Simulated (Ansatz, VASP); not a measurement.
## BaTiO3 in VASP and in Ansatz

```
CELL_PARAMETERS angstrom
4.00822 0.00000 0.00000
0.00000 2.87328 2.74162
0.00000 -2.87328 2.74162
ATOMIC_POSITIONS crystal
Ba 0.00000 0.00808 0.00808
Ti 0.50000 0.51971 0.51971
O 0.00000 0.49163 0.49163
O 0.50000 0.49381 0.98300
O 0.50000 0.98300 0.49381
```

Change from the starting cell: strain +0.000 along x and y, -0.050 along z, atoms carried along.

Alike in both runs: task single point; functional PBE; k mesh 6 × 6 × 6; occupations gaussian, width 0.05 eV; no spin polarisation; Hubbard terms Ti d U = 4.0 eV.

|  | VASP | Ansatz |
| --- | --- | --- |
| version | VASP 6.6.1 | Ansatz 0.2.0 |
| potentials or method | VASP PAW PBE potentials, release 64 (Ba_sv, Ti_sv, O), cutoff 520 eV | scalar-relativistic, plane waves, PAW |
| valence electrons in the cell | 40 | 40 |

```tsv
	VASP	Ansatz	Ansatz less VASP
gap on the k mesh at the Fermi level (eV)	2.57	2.65	+0.076
least direct gap on the mesh (eV)	2.89	2.95	+0.058
pressure (GPa)	13.2	9.0	-4.17
traceless stress, the component that is largest in VASP (GPa)	7.87	7.59	-0.274
rms of the force components (eV/Å)	0.509	0.263	-0.2457
```

The programs project onto different local orbitals, so the same U acts differently, and such runs can settle in different states. Atom by atom the forces differ by 0.246 eV/Å (rms over components).

Neither program's run includes spin-orbit coupling.
